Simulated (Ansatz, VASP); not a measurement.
**Two plane-wave programs on TiO2**

The input POSCAR:

```
TiO2
1.0
    2.6711600402     -2.6712510909     -0.0201684190
    2.6711600402      2.6712510909     -0.0201684190
   -2.6353413730      0.0000000000      4.8120473783
Ti O
2 4
Direct
    0.1003979444      0.8012749816      0.2008364630
    0.8750252533      0.1249747467      0.7500000000
    0.3322819419      0.0822483592      0.6645446501
    0.6677180581      0.9177516408      0.3354553499
    0.9177516408      0.6677180581      0.8354553499
    0.0822483592      0.3322819419      0.1645446501
```

INCAR.step1

```
SYSTEM = TiO2
ALGO = Normal ; EDIFF = 1E-4
ENCUT = 520 ; GGA = PE
ISMEAR = 0 ; LASPH = .True.
LCHARG = .False. ; LREAL = .False.
LWAVE = .True. ; NBANDS = 33
NELM = 100 ; PREC = Accurate
SIGMA = 0.05
```

INCAR.step2

```
SYSTEM = TiO2
ALGO = Normal ; EDIFF = 1E-6
ENCUT = 520 ; ISIF = 2
ISMEAR = 0 ; ISTART = 1
LASPH = .True. ; LCHARG = .False.
LMIXTAU = .True. ; LREAL = .False.
LWAVE = .False. ; METAGGA = R2SCAN
NBANDS = 33 ; NELM = 100
PREC = Accurate ; SIGMA = 0.05
```

File KPOINTS:

```
k-points
0
Gamma
  6 6 6
  0 0 0
```

Input for Ansatz:

```yaml
crystal:
  lattice:
    - [2.6711600402, -2.6712510909, -0.020168419]
    - [2.6711600402, 2.6712510909, -0.020168419]
    - [-2.635341373, 0.0, 4.8120473783]
  atoms:
    - { symbol: Ti, position: [0.1003979444, 0.8012749816, 0.200836463] }
    - { symbol: Ti, position: [0.8750252533, 0.1249747467, 0.75] }
    - { symbol: O, position: [0.3322819419, 0.0822483592, 0.6645446501] }
    - { symbol: O, position: [0.6677180581, 0.9177516408, 0.3354553499] }
    - { symbol: O, position: [0.9177516408, 0.6677180581, 0.8354553499] }
    - { symbol: O, position: [0.0822483592, 0.3322819419, 0.1645446501] }
basis:
  ecutwfc: 500
kpoints:
  mp_grid: { grid: [6, 6, 6] }
hamiltonian:
  xc: r2scan
scf:
  occupations: { method: gaussian, width: 0.05 }
output:
  forces: true
  stress: true
  eigenvalues: true
```

Alike in both runs: task single point; functional r2SCAN; k mesh 6 × 6 × 6; occupations gaussian, width 0.05 eV; no spin polarisation.

```csv
,VASP,Ansatz
version,VASP 6.6.1,Ansatz 0.2.0
potentials or method,"VASP PAW PBE potentials, release 64 (Ti_sv, O), cutoff 520 eV","scalar-relativistic, plane waves, PAW"
valence electrons in the cell,48,48
```

```csv
,VASP,Ansatz,Ansatz less VASP
gap on the k mesh at the Fermi level (eV),2.58,2.56,-0.022
least direct gap on the mesh (eV),2.68,2.66,-0.024
pressure (GPa),8.2,6.9,-1.32
"traceless stress, the component that is largest in VASP (GPa)",17.52,17.27,-0.247
rms of the force components (eV/Å),1.855,1.766,-0.0890
```

VASP's potentials were made for PBE, not for r2SCAN. Atom by atom the forces differ by 0.105 eV/Å (rms over components). The functional is the same, so the differences come from potentials, cutoffs and numerics.
